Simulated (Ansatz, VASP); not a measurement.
## One calculation of SiC, two programs

```
Si C
1.0
     0.00000    2.17700    2.17700
     2.17700    0.00000    2.17700
     2.17700    2.17700    0.00000
Si C
1 1
Direct
  0.00000 0.00000 0.00000
  0.25000 0.25000 0.25000
```

Alike in both runs: task relaxation of cell and atoms; functional LDA; k mesh 10 × 10 × 10; occupations gaussian, width 0.02 eV; no spin polarisation.

|  | VASP | Ansatz |
| --- | --- | --- |
| version | VASP 6.6.1 | Ansatz 0.2.0 |
| potentials or method | VASP PAW LDA potentials, release 64 (Si, C), cutoff 600 eV | scalar-relativistic, plane waves, PAW |
| valence electrons in the cell | 8 | 8 |

```csv
,VASP,Ansatz,Ansatz less VASP
"gap on the k mesh at the Fermi level, each at its own relaxed structure (eV)",1.29,1.30,+0.011
relaxed volume (Å³/atom),10.15,10.14,-0.011
relaxed cell length with the largest relative difference (Å),3.062,3.061,-0.0011
```

LDA's correlation is that of Perdew and Zunger in VASP and of Perdew and Wang (1992) in Ansatz.
